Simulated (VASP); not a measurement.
# TiH2 (I4/mmm) in VASP: notebook, part 2 of 2

VASP 6.6.1.

## Step 3: Single point, r2SCAN (volume scaled by 0.94, then relaxed in part)

POSCAR

```
TiH2
1.0
   -1.5710294879      1.5710294879      2.0281086230
    1.5710294879     -1.5710294879      2.0281086230
    1.5710294879      1.5710294879     -2.0281086230
Ti H
1 2
Direct
    0.0000000000      0.0000000000      0.0000000000
    0.7500000000      0.2500000000      0.5000000000
    0.2500000000      0.7500000000      0.5000000000
```

INCAR.step1

```
ALGO = Normal
EDIFF = 1E-4
ENCUT = 520
GGA = PE
ISMEAR = 0
LASPH = T
LCHARG = F
LREAL = F
LWAVE = T
NBANDS = 14
NELM = 60
PREC = Accurate
SIGMA = 0.1
```

INCAR.step2

```
ALGO = Normal
EDIFF = 1E-6
ENCUT = 520
ISIF = 2
ISMEAR = 0
ISTART = 1
LASPH = T
LCHARG = F
LMIXTAU = T
LREAL = F
LWAVE = F
METAGGA = R2SCAN
NBANDS = 14
NELM = 60
PREC = Accurate
SIGMA = 0.1
```

KPOINTS

```
k-points
0
Gamma
  18 18 18
```

Potentials or basis: VASP PAW PBE potentials, release 64 (Ti_sv, H).

Launch:

```bash
$ cat potpaw_PBE.64/Ti_sv/POTCAR potpaw_PBE.64/H/POTCAR > POTCAR
$ cp INCAR.step1 INCAR
$ mpirun -np 1 vasp_std > vasp.out
$ cp INCAR.step2 INCAR
$ mpirun -np 1 vasp_std > vasp.out
```

Run time: 4 min. Hardware: 1 thread of Intel Xeon 6975P-C, shared host; peak memory 0.26 GiB.

The run converged. Its results:

- Free energy: -21.4499 eV
- Pressure: 10.8 GPa
- Band gap on the k mesh: zero (band 7 reaches 9.08 eV, above the bottom of band 8 at 8.32 eV)

Stress tensor (GPa, compression positive):
```
10.88  0.00  0.00
 0.00 10.88  0.00
 0.00  0.00 10.68
```

Levels at points of the mesh, in eV from the Fermi level:
```csv
k point,band 3,band 4,band 5,band 6,band 7,band 8,band 9,band 10,band 11,band 12
"(0.00, 0.00, 0.00)",-34.57,-34.55,-11.66,-0.46,-0.46,0.17,0.37,1.29,2.08,15.44
"(0.50, 0.00, 0.00)",-34.67,-34.59,-8.18,-5.77,-0.60,0.31,2.51,2.78,5.56,7.14
"(0.50, 0.50, 0.00)",-34.74,-34.68,-6.45,-6.25,-3.52,2.57,2.71,3.01,7.65,8.61
"(0.50, 0.50, 0.50)",-34.80,-34.80,-7.33,-4.87,-3.36,2.69,2.79,2.79,7.56,7.56
```

Caveat: the PAW data sets were made with another functional, which shifts forces and pressure a little.

## Step 4: Single point, r2SCAN (volume scaled by 0.97, then relaxed in part)

POSCAR

```
TiH2
1.0
   -1.5841509244      1.5841509244      2.0583093909
    1.5841509244     -1.5841509244      2.0583093909
    1.5841509244      1.5841509244     -2.0583093909
Ti H
1 2
Direct
    0.0000000000      0.0000000000      0.0000000000
    0.7500000000      0.2500000000      0.5000000000
    0.2500000000      0.7500000000      0.5000000000
```

INCAR.step1

```
SYSTEM = TiH2
ALGO = Normal
EDIFF = 1E-4
ENCUT = 520
GGA = PE
ISMEAR = 0
LASPH = .True.
LCHARG = .False.
LREAL = .False.
LWAVE = .True.
NBANDS = 14
NELM = 80
PREC = Accurate
SIGMA = 0.1
```

INCAR.step2

```
SYSTEM = TiH2
ALGO = Normal
EDIFF = 1E-7
ENCUT = 520
ISIF = 2
ISMEAR = 0
ISTART = 1
LASPH = .True.
LCHARG = .False.
LMIXTAU = .True.
LREAL = .False.
LWAVE = .False.
METAGGA = R2SCAN
NBANDS = 14
NELM = 80
PREC = Accurate
SIGMA = 0.1
```

KPOINTS

```
k-points
0
Gamma
  18 18 18
  0 0 0
```

Potentials or basis: VASP PAW PBE potentials, release 64 (Ti_sv, H).

Launch:

```bash
$ cat potpaw_PBE.64/Ti_sv/POTCAR potpaw_PBE.64/H/POTCAR > POTCAR
$ cp INCAR.step1 INCAR
$ mpirun -np 1 vasp_std > vasp.out
$ cp INCAR.step2 INCAR
$ mpirun -np 1 vasp_std > vasp.out
```

OUTCAR:

```text
SYSTEM = TiH2
   EDIFF = 1E-7
   ENCUT = 520
   ISIF = 2
   ISMEAR = 0
   ISTART = 1
   LASPH = .True.
   LREAL = .False.
   METAGGA = R2SCAN
   NELM = 80
   PREC = Accurate

 ion  position               nearest neighbor table
   1  0.000  0.000  0.000-   2 1.89   3 1.89   2 1.89   3 1.89   2 1.89   3 1.89   2 1.89   3 1.89

   2  0.750  0.250  0.500-   1 1.89   1 1.89   1 1.89   1 1.89
   3  0.250  0.750  0.500-   1 1.89   1 1.89   1 1.89   1 1.89

  LATTYP: Found a body centered tetragonal cell.
[... 603 lines left out ...]

  FORCE on cell =-STRESS in cart. coord.  units (eV):
  Direction    XX          YY          ZZ          XY          YZ          ZX
  --------------------------------------------------------------------------------------
  -------------------------------------------------------------------------------------
  Total        0.6884640      0.6884640      0.6659191      0.0000000     -0.0000000      0.0000000
  in kB       53.3860834     53.3860834     51.6378681      0.0000000     -0.0000000      0.0000000
  external PRESSURE =      52.8033449 kB  Pullay stress =       0.0000000 kB

 VOLUME and BASIS-vectors are now :
 -----------------------------------------------------------------------------
  energy-cutoff  :      520.00
  volume of cell :       20.66
      direct lattice vectors                 reciprocal lattice vectors
    -1.584150924  1.584150924  2.058309391     0.000000000  0.315626493  0.242917805
     1.584150924 -1.584150924  2.058309391     0.315626493  0.000000000  0.242917805
     1.584150924  1.584150924 -2.058309391     0.315626493  0.315626493  0.000000000

 POSITION                                       TOTAL-FORCE (eV/Angst)
 -----------------------------------------------------------------------------------
      0.00000      0.00000      0.00000         0.000000      0.000000     -0.000000
      0.00000      1.58415      1.02915        -0.000000     -0.000000     -0.000000
      1.58415      0.00000      1.02915         0.000000      0.000000      0.000000
 -----------------------------------------------------------------------------------
    total drift:                                0.000000      0.000000      0.000000

  FREE ENERGIE OF THE ION-ELECTRON SYSTEM (eV)
  ---------------------------------------------------
  free  energy   TOTEN  =       -21.4828994903 eV

  energy  without entropy=      -21.4788335889  energy(sigma->0) =      -21.48086654
```

Wall time 4.7 min (1 thread of Intel Xeon 6975P-C, shared host); peak memory 0.26 GiB.

What came out:

```yaml
Free_energy: -21.4829 eV
Pressure: 5.3 GPa
Band_gap_on_the_k_mesh: zero (band 7 reaches 8.75 eV, above the bottom of band 8 at 8.02 eV)
```

Caveat: the PAW data sets were made with another functional, which shifts forces and pressure a little.

## Step 5: Single point, r2SCAN (volume scaled by 1.06, then relaxed in part)

POSCAR

```
TiH2
1.0
   -1.6235348150      1.6235348150      2.1414832636
    1.6235348150     -1.6235348150      2.1414832636
    1.6235348150      1.6235348150     -2.1414832636
Ti H
1 2
Direct
    0.0000000000      0.0000000000      0.0000000000
    0.7500000000      0.2500000000      0.5000000000
    0.2500000000      0.7500000000      0.5000000000
```

INCAR.step1

```
PREC = Accurate
ENCUT = 520
ISMEAR = 0
SIGMA = 0.1
LREAL = False
LASPH = True
NELM = 100
NBANDS = 14
GGA = PE
ALGO = Normal
EDIFF = 1E-4
LWAVE = True
LCHARG = False
```

INCAR.step2

```
PREC = Accurate
ENCUT = 520
EDIFF = 1E-7
ISMEAR = 0
SIGMA = 0.1
LREAL = False
LASPH = True
NELM = 100
ALGO = Normal
ISIF = 2
LWAVE = False
LCHARG = False
METAGGA = R2SCAN
LMIXTAU = True
NBANDS = 14
ISTART = 1
```

KPOINTS

```
Automatic mesh
0
Gamma
  18 18 18
```

Launch:

```bash
$ cat potpaw_PBE.64/Ti_sv/POTCAR potpaw_PBE.64/H/POTCAR > POTCAR
$ cp INCAR.step1 INCAR
$ mpirun -np 1 vasp_std > vasp.out
$ cp INCAR.step2 INCAR
$ mpirun -np 1 vasp_std > vasp.out
```

It took 5.3 min on 1 thread of Intel Xeon 6975P-C, shared host; peak memory 0.27 GiB.

Results (log left out):

* Free energy: -21.4687 eV
* Pressure: -7.3 GPa
* Band gap on the k mesh: zero (band 7 reaches 7.85 eV, above the bottom of band 8 at 7.19 eV)

Stress tensor (GPa, compression positive):
```
-7.24  0.00  0.00
 0.00 -7.24  0.00
 0.00  0.00 -7.33
```

Levels at points of the mesh, in eV from the Fermi level:
```csv
k point,band 5,band 6,band 7,band 8,band 9,band 10
"(0.00, 0.00, 0.00)",-11.01,-0.39,-0.39,0.07,0.16,1.15
"(0.50, 0.00, 0.00)",-7.63,-5.68,-0.44,0.17,2.15,2.30
"(0.50, 0.50, 0.00)",-6.07,-5.99,-3.09,2.23,2.29,2.49
"(0.50, 0.50, 0.50)",-6.58,-5.12,-2.93,2.24,2.35,2.35
```

Caveat: the PAW data sets were made with another functional, which shifts forces and pressure a little.

## Step 6: Summary

| cell | k mesh | gap on the mesh (eV) | pressure (GPa) |
| --- | --- | --- | --- |
| a = 3.106 Å, angles 118.1, 118.1, 93.2°, 3 atoms | 8 × 8 × 8 | none | -2.4 |
| a = 3.008 Å, angles 117.0, 117.0, 95.2°, 3 atoms | 18 × 18 × 18 | none | 10.8 |
| a = 3.042 Å, angles 117.2, 117.2, 94.8°, 3 atoms | 18 × 18 × 18 | none | 5.3 |
| a = 3.140 Å, angles 117.7, 117.7, 94.0°, 3 atoms | 18 × 18 × 18 | none | -7.3 |

Alike in all rows: task single point; level r2SCAN; potentials or basis VASP PAW PBE potentials, release 64 (Ti_sv, H); no spin polarisation; cutoff (eV) 520; smearing gaussian 0.1 eV.

Caveats: the PAW data sets were made with another functional, which shifts forces and pressure a little.

Total energies depend on the potentials used, so only differences within one code and one set of settings carry meaning.
